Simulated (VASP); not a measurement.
# Mo16H (a cell with a defect) in VASP: single point with PBE

Aim: the single point of Mo16H (a cell with a defect) with PBE.

All numbers are computed with VASP 6.6.1; they aren't measurements. Logs are shortened: lines on timing, memory, paths and dates and some standing lists are left out, and cuts for length are marked.

**1. The cell of the first run**

The cell holds a defect, 17 atoms: a = 6.300 Å, b = 6.300 Å, c = 6.300 Å, α = 90.00°, β = 90.00°, γ = 90.00°.

**2. Single point, PBE**

Contents of INCAR:

```
PREC = Accurate
ENCUT = 520
EDIFF = 1E-6
ISMEAR = 0
SIGMA = 0.1
LREAL = Auto
LASPH = T
NELM = 80
ALGO = Normal
ISIF = 2
LWAVE = F
LCHARG = F
GGA = PE
NBANDS = 126
```

Contents of KPOINTS:

```
Automatic mesh
0
Gamma
  3 3 3
```

Contents of POSCAR:

```
Mo16H
1.0
    6.3000000000      0.0000000000      0.0000000000
    0.0000000000      6.3000000000      0.0000000000
    0.0000000000      0.0000000000      6.3000000000
Mo H
16 1
Direct
   -0.0009185714      0.0022146032      0.0001473016
    0.5005446032     -0.0000606349      0.0001458730
   -0.0098466667      0.5103763492      0.0001469841
   -0.0018255556     -0.0018938095      0.5001465079
    0.2542203175      0.2461188889      0.2673587302
    0.4982849206      0.5014080952      0.0001458730
    0.5035987302     -0.0031077778      0.5001480952
    0.7500452381      0.2509414286      0.2511026984
   -0.0013338095      0.5018139683      0.5001469841
    0.2494198413      0.7503292063      0.2511068254
    0.2542185714      0.2461193651      0.7329463492
    0.5023626984      0.5023139683      0.5001480952
    0.7478774603      0.7524811111      0.2511376190
    0.7500458730      0.2509411111      0.7491969841
    0.2494193651      0.7503292063      0.7491926984
    0.7478788889      0.7524809524      0.7491657143
    0.1932828571      0.3071479365      0.0001519048
```

Potentials or basis: VASP PAW PBE potentials, release 64 (Mo_sv, H).

On the command line:

```console
cat potpaw_PBE.64/Mo_sv/POTCAR potpaw_PBE.64/H/POTCAR > POTCAR
mpirun -np 1 vasp_std > vasp.out
```

OUTCAR:

```text
PREC = Accurate
   ENCUT = 520
   EDIFF = 1E-6
   ISMEAR = 0
   LREAL = Auto
   LASPH = T
   NELM = 80
   ISIF = 2
   GGA = PE

 ion  position               nearest neighbor table
   1  0.999  0.002  0.000-  14 2.72   8 2.72  16 2.73  13 2.74  15 2.74  10 2.74  11 2.79   5 2.79
                             3 3.10   2 3.14   4 3.15   4 3.15   2 3.16   3 3.20
   2  0.501  1.000  0.000-  16 2.71  13 2.71  14 2.73   8 2.73  15 2.73  10 2.73  11 2.77   5 2.77
                             6 3.14   1 3.14   7 3.15   7 3.15   1 3.16   6 3.16
   3  0.990  0.510  0.000-  17 1.81  16 2.68  13 2.68  15 2.73  10 2.73  14 2.73   8 2.73  11 2.89
                             5 2.89   1 3.10   6 3.10   9 3.15   9 3.15   6 3.20   1 3.20
   4  0.998  0.998  0.500-   5 2.68  11 2.68  13 2.71  16 2.71  10 2.72  15 2.72   8 2.73  14 2.73
                             7 3.12   9 3.13   1 3.15   1 3.15   9 3.17   7 3.18
   5  0.254  0.246  0.267-  17 1.77   7 2.66   4 2.68  12 2.68   9 2.71   2 2.77   1 2.79   6 2.79
                             3 2.89  11 2.93  10 3.13   8 3.13   8 3.18  10 3.18  11 3.37
   6  0.498  0.501  0.000-  15 2.72  10 2.72  16 2.73  13 2.73  14 2.74   8 2.74  11 2.79   5 2.79
                             3 3.10   2 3.14  12 3.15  12 3.15   2 3.16   3 3.20
   7  0.504  0.997  0.500-   5 2.66  11 2.66  13 2.68  16 2.68   8 2.73  14 2.73  10 2.73  15 2.73
                             4 3.12  12 3.12   2 3.15   2 3.15  12 3.18   4 3.18
   8  0.750  0.251  0.251-  12 2.72   9 2.72   1 2.72   7 2.73   4 2.73   3 2.73   2 2.73   6 2.74
                             5 3.13  14 3.14  13 3.14  13 3.16  14 3.16   5 3.18
   9  0.999  0.502  0.500-   5 2.71  11 2.71  10 2.72  15 2.72   8 2.72  14 2.72  13 2.73  16 2.73
                             4 3.13  12 3.13   3 3.15   3 3.15  12 3.17   4 3.17
  10  0.249  0.750  0.251-   4 2.72   9 2.72   6 2.72   7 2.73  12 2.73   3 2.73   2 2.73   1 2.74
                             5 3.13  15 3.14  13 3.14  13 3.16  15 3.16   5 3.18
  11  0.254  0.246  0.733-  17 1.77   7 2.66   4 2.68  12 2.68   9 2.71   2 2.77   1 2.79   6 2.79
                             3 2.89   5 2.93  15 3.13  14 3.13  14 3.18  15 3.18   5 3.37
  12  0.502  0.502  0.500-   5 2.68  11 2.68  13 2.71  16 2.71   8 2.72  14 2.72  10 2.73  15 2.73
                             7 3.12   9 3.13   6 3.15   6 3.15   9 3.17   7 3.18
  13  0.748  0.752  0.251-   3 2.68   7 2.68  12 2.71   4 2.71   2 2.71   9 2.73   6 2.73   1 2.74
                            16 3.14  10 3.14   8 3.14   8 3.16  10 3.16  16 3.16
  14  0.750  0.251  0.749-  12 2.72   9 2.72   1 2.72   7 2.73   4 2.73   3 2.73   2 2.73   6 2.74
                            11 3.13   8 3.14  16 3.14  16 3.16   8 3.16  11 3.18
  15  0.249  0.750  0.749-   4 2.72   9 2.72   6 2.72   7 2.73  12 2.73   3 2.73   2 2.73   1 2.74
                            11 3.13  10 3.14  16 3.14  16 3.16  10 3.16  11 3.18
  16  0.748  0.752  0.749-   3 2.68   7 2.68  12 2.71   4 2.71   2 2.71   9 2.73   6 2.73   1 2.73
                            13 3.14  15 3.14  14 3.14  14 3.16  15 3.16  13 3.16
  17  0.193  0.307  0.000-  11 1.77   5 1.77   3 1.81

  LATTYP: Found a simple cubic cell.
 ALAT       =     6.3000000000

  Lattice vectors:

 A1 = (   6.3000000000,   0.0000000000,   0.0000000000)
 A2 = (   0.0000000000,   6.3000000000,   0.0000000000)
 A3 = (   0.0000000000,   0.0000000000,   6.3000000000)

Analysis of symmetry for initial positions (statically):
=====================================================================
 Subroutine PRICEL returns:
 Original cell was already a primitive cell.

 Routine SETGRP: Setting up the symmetry group for a
 simple cubic supercell.

 Subroutine GETGRP returns: Found  1 space group operations
 (whereof  1 operations were pure point group operations)
 out of a pool of 48 trial point group operations.

The static configuration has the point symmetry C_1 .

Analysis of symmetry for dynamics (positions and initial velocities):
=====================================================================
 Subroutine PRICEL returns:
 Original cell was already a primitive cell.

 Routine SETGRP: Setting up the symmetry group for a
 simple cubic supercell.

 Subroutine GETGRP returns: Found  1 space group operations
 (whereof  1 operations were pure point group operations)
 out of a pool of 48 trial point group operations.

The dynamic configuration has the point symmetry C_1 .

 Subroutine INISYM returns: Found  1 space group operations
 (whereof  1 operations are pure point group operations),
 and found     1 'primitive' translations

----------------------------------------------------------------------------------------

                                     Primitive cell

  volume of cell :     250.0470

[... 64 lines left out ...]

  Shift w.r.t. Gamma in fractional coordinates (k-lattice)
     0.000000000  0.000000000  0.000000000

 Subroutine IBZKPT returns following result:
 ===========================================

 Found     14 irreducible k-points:

 Following reciprocal coordinates:
            Coordinates               Weight
  0.000000  0.000000  0.000000      1.000000
  0.333333  0.000000  0.000000      2.000000
  0.000000  0.333333  0.000000      2.000000
  0.000000  0.000000  0.333333      2.000000
  0.333333  0.333333  0.000000      2.000000
  0.000000  0.333333  0.333333      2.000000
  0.333333  0.000000  0.333333      2.000000
 -0.333333  0.333333  0.000000      2.000000
 -0.333333  0.000000  0.333333      2.000000
  0.000000 -0.333333  0.333333      2.000000
  0.333333  0.333333  0.333333      2.000000
 -0.333333  0.333333  0.333333      2.000000
 -0.333333 -0.333333  0.333333      2.000000
  0.333333 -0.333333  0.333333      2.000000
   k-points           NKPTS =     14   k-points in BZ     NKDIM =     14   number of bands    NBANDS=    126
   number of dos      NEDOS =    301   number of ions     NIONS =     17
   total plane-waves  NPLWV = 110592
   dimension x,y,z NGX =    48 NGY =   48 NGZ =   48
   dimension x,y,z NGXF=    96 NGYF=   96 NGZF=   96
   ions per type =              16   1
   NGX,Y,Z   is equivalent  to a cutoff of  12.67, 12.67, 12.67 a.u.
   NGXF,Y,Z  is equivalent  to a cutoff of  25.33, 25.33, 25.33 a.u.
 SYSTEM =  unknown system
   PREC   = accura    normal or accurate (medium, high low for compatibility)
   ISTART =      0    job   : 0-new  1-cont  2-samecut
   ICHARG =      2    charge: 1-file 2-atom 10-const
   ISPIN  =      1    spin polarized calculation?
   LNONCOLLINEAR =      F non collinear calculations
   LSORBIT =      F    spin-orbit coupling
   LASPH  =      T    aspherical Exc in radial PAW
   ENCUT  =  520.0 eV  38.22 Ry    6.18 a.u.  11.71 11.71 11.71*2*pi/ulx,y,z
   NELM   =     80;   NELMIN=  2; NELMDL= -5     # of ELM steps
   EDIFF  = 0.1E-05   stopping-criterion for ELM
   LREAL  =      T    real-space projection
   EDIFFG = 0.1E-04   stopping-criterion for IOM
   NSW    =      0    number of steps for IOM
   IBRION =     -1    ionic relax: 0-MD 1-quasi-New 2-CG
   NFREE  =      0    steps in history (QN), initial steepest desc. (CG)
   ISIF   =      2    stress and relaxation
   ISYM   =      2    0-nonsym 1-usesym 2-fastsym
   POTIM  = 0.5000    time-step for ionic-motion
   TEBEG  =    0.0;   TEEND  =   0.0 temperature during run
   PSTRESS=    0.0 pullay stress
   NELECT =     225.0000    total number of electrons
   NUPDOWN=      -1.0000    fix difference up-down
   EMIN   =  10.00;   EMAX   =-10.00  energy-range for DOS
   EFERMI =   0.00;   METHOD = LEGACY
   ISMEAR =     0;   SIGMA  =   0.10  broadening in eV -4-tet -1-fermi 0-gaus
   EFERMI_NEDOS =   21; number of points for ismear=-14 and -15
   IALGO  =     38    algorithm
   IMIX   =      4    mixing-type and parameters
     AMIX     =   0.40;   BMIX     =  1.00
     AMIX_MAG =   1.60;   BMIX_MAG =  1.00
  volume/ion in A,a.u.               =      14.71        99.26
  Fermi-wavevector in a.u.,A,eV,Ry     =   1.580502  2.986716 33.987182  2.497987
  Thomas-Fermi vector in A             =   2.680720
   LORBIT       =      0    0 simple, 1 ext, 2 COOP (PROOUT), +10 PAW based schemes
   GGA     = PE    functional components
   LHFCALC =     F    Hartree Fock is set to
   AEXX    =    0.0000 exact exchange contribution
   IVDW    =     0    specifies the selected vdW correction
   LEPSILON=     F    determine dielectric tensor
   LRPA    =     F    only Hartree local field effects (RPA)
 non-spin polarized calculation
 Gauss-broadening in eV      SIGMA  =   0.10
  energy-cutoff  :      520.00
  volume of cell :      250.05
 maximum number of plane-waves:      6763
   NGX = 23   NGY = 23   NGZ = 23

 number of electron     225.0000018 magnetization

 Free energy of the ion-electron system (eV)
  ---------------------------------------------------
  ext. energy  EPLUGINS =         0.00000000
  ---------------------------------------------------
  free energy    TOTEN  =      -177.65979768 eV

  energy without entropy =     -177.58463688  energy(sigma->0) =     -177.62221728

 E-fermi :  12.7782     XC(G=0): -13.4254

 val. band max:       12.7741354321   @ k =   0.3333   0.3333   0.0000
 cond. band min:      12.7933718394   @ k =   0.0000   0.0000   0.3333
 fundamental gap:      0.0192364073
 Fermi energy:        12.7781596220

 k-point     1 :       0.0000    0.0000    0.0000
  band No.  band energies     occupation
      1     -48.6142      2.00000
      2     -48.3994      2.00000
      3     -48.3778      2.00000
      4     -48.3692      2.00000
      5     -48.3675      2.00000
      6     -48.3621      2.00000
[... 1767 lines left out ...]
    123      14.0173      0.00000
    124      14.1066      0.00000
 [bands above 124 left out]

------------------------ aborting loop because EDIFF is reached ----------------------------------------

  FORCE on cell =-STRESS in cart. coord.  units (eV):
  Direction    XX          YY          ZZ          XY          YZ          ZX
  --------------------------------------------------------------------------------------
  -------------------------------------------------------------------------------------
  Total        8.6830662      8.6860430     13.4459928     -1.2272672     -0.0001566      0.0001398
  in kB       55.6367878     55.6558617     86.1552619     -7.8637202     -0.0010037      0.0008957
  external PRESSURE =      65.8159705 kB  Pullay stress =       0.0000000 kB

 VOLUME and BASIS-vectors are now :
 -----------------------------------------------------------------------------
  energy-cutoff  :      520.00
  volume of cell :      250.05
      direct lattice vectors                 reciprocal lattice vectors
     6.300000000  0.000000000  0.000000000     0.158730159  0.000000000  0.000000000
     0.000000000  6.300000000  0.000000000     0.000000000  0.158730159  0.000000000
     0.000000000  0.000000000  6.300000000     0.000000000  0.000000000  0.158730159

 POSITION                                       TOTAL-FORCE (eV/Angst)
 -----------------------------------------------------------------------------------
      6.29421      0.01395      0.00093        -0.001786      0.011029      0.000060
      3.15343      6.29962      0.00092         0.005703     -0.009809     -0.000154
      6.23797      3.21537      0.00093        -0.013246      0.007621     -0.000138
      6.28850      6.28807      3.15092        -0.018013      0.002573      0.000008
      1.60159      1.55055      1.68436         0.009732     -0.006150      0.017116
      3.13919      3.15887      0.00092        -0.013765     -0.000528      0.000096
[... 9 lines left out ...]
      4.71164      4.74063      4.71974         0.014190     -0.010028      0.003783
      1.21768      1.93503      0.00096        -0.008487      0.008919      0.000071
 -----------------------------------------------------------------------------------
    total drift:                               -0.003602     -0.001613     -0.000917

  FREE ENERGIE OF THE ION-ELECTRON SYSTEM (eV)
  ---------------------------------------------------
  free  energy   TOTEN  =      -177.6597976839 eV

  energy  without entropy=     -177.5846368803  energy(sigma->0) =     -177.62221728
```

Run time: 11 min. Hardware: 1 thread of AMD EPYC 7R13 (Zen 3), shared host; peak memory 0.47 GiB.

What came out:

```yaml
Free_energy: -177.6598 eV
Pressure: 6.6 GPa
Largest_force: 0.021 eV/Å
Band_gap_on_the_k_mesh: zero (an odd number of electrons rules out a gap without spin polarisation)
```

Forces on the atoms (eV/Å):
```
Mo  -0.002  0.011  0.000
Mo   0.006 -0.010  0.000
Mo  -0.013  0.008  0.000
Mo  -0.018  0.003  0.000
Mo   0.010 -0.006  0.017
Mo  -0.014 -0.001  0.000
Mo  -0.012  0.009  0.000
Mo   0.003 -0.005  0.005
Mo  -0.002 -0.001  0.000
Mo   0.008  0.000  0.005
Mo   0.010 -0.006 -0.017
Mo  -0.006  0.014  0.000
Mo   0.014 -0.010 -0.004
Mo   0.002 -0.005 -0.005
Mo   0.009  0.000 -0.005
Mo   0.014 -0.010  0.004
H   -0.008  0.009  0.000
```

Levels at points of the mesh, in eV from the Fermi level:
```
           k point  band 108  band 109  band 110  band 111  band 112  band 113  band 114  band 115  band 116  band 117
(0.00, 0.00, 0.00)     -0.76     -0.74     -0.73     -0.73     -0.68      0.53      0.56      0.71      0.72      0.77
```
